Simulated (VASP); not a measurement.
A run of VASP 6.6.1 is set up as follows.

The input INCAR:

```
PREC = Accurate
ENCUT = 520
EDIFF = 1E-7
ISMEAR = 0
SIGMA = 0.05
LREAL = False
LASPH = True
NELM = 100
ALGO = Normal
ISIF = 2
LWAVE = False
LCHARG = False
GGA = PS
IVDW = 12
NBANDS = 20
```

File KPOINTS:

```
regular mesh
0
Gamma
  12 12 12
```

File POSCAR:

```
WS2
1.0
    1.5790003843      0.9116362969      6.1633300000
   -1.5790003843      0.9116362969      6.1633300000
    0.0000000000     -1.8232725938      6.1633300000
W S
1 2
Direct
    0.0436482123      0.0436482123     -0.0386214388
    0.7503000000      0.7503000000      0.7503000000
    0.5810000000      0.5810000000      0.5810000000
```

Potentials or basis: VASP PAW PBE potentials, release 64 (W_sv, S).

Run with:

```bash
$ cat potpaw_PBE.64/W_sv/POTCAR potpaw_PBE.64/S/POTCAR > POTCAR
$ mpirun -np 1 vasp_std > vasp.out
```

Task: Estimate the dispersion energy per atom.

Result: -0.384 eV.

Task: Estimate the pressure.

Result: 7.0 GPa.

Task: Estimate the largest force.

Result: 9.955 eV/Å.

Task: Predict the band gap on the k mesh.

Result: Zero (bands 13 and 14 overlap by 0.39 eV).

Forces in eV/Å, atoms in the order of the input:
```
W    0.000 -3.510 -9.316
S    0.000  2.787  6.455
S    0.000  0.722  2.861
```

Caveat: the cell differs from its parent crystal (atom 1 (W) moved by (+0.150, +0.300) A along y and z); the stress differs along the axes, from 2 to 16 GPa; the PAW data sets were made with another functional, which shifts forces and pressure a little; spin-orbit coupling is left out, which moves the levels of the heavy elements.
